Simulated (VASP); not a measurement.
A run of VASP 6.6.1:

The input INCAR:

```
SYSTEM = Ag
PREC     = Accurate       ! precision mode
ENCUT    = 520            ! plane-wave cutoff, eV
EDIFF    = 1E-6           ! SCF threshold, eV
ISMEAR   = -1             ! smearing method
SIGMA    = 0.1            ! smearing width, eV
LREAL    = .FALSE.        ! projectors in reciprocal space
LASPH    = .TRUE.         ! aspherical terms in the spheres
NELM     = 100            ! most SCF steps
ALGO     = Normal         ! electronic algorithm
ISIF     = 2              ! what is computed and relaxed
LWAVE    = .FALSE.        ! write WAVECAR
LCHARG   = .FALSE.        ! write CHGCAR
GGA      = PS             ! functional
NBANDS   = 12             ! bands
```

File KPOINTS:

```
Automatic mesh
0
G
  7 7 7
  0 0 0
```

Contents of POSCAR:

```
Ag
1.0
    0.0000000000      2.0249438826      2.0249438826
    2.0249438826      0.0000000000      2.0249438826
    2.0249438826      2.0249438826      0.0000000000
Ag
1
Direct
    0.0000000000      0.0000000000      0.0000000000
```

Potentials or basis: VASP PAW PBE potentials, release 64 (Ag).

Launch:

```console
$ cat potpaw_PBE.64/Ag/POTCAR > POTCAR
$ mpirun -np 1 vasp_std > vasp.out
```

Hardware: 1 thread of Intel Xeon 8259CL (shared host).

**Question.** Estimate the wall time of this run.

**Answer.** Wall time 5.1 s on 1 thread of Intel Xeon 8259CL (shared host), peak memory 0.13 GiB. Counts: scf iterations 11, k points 20.
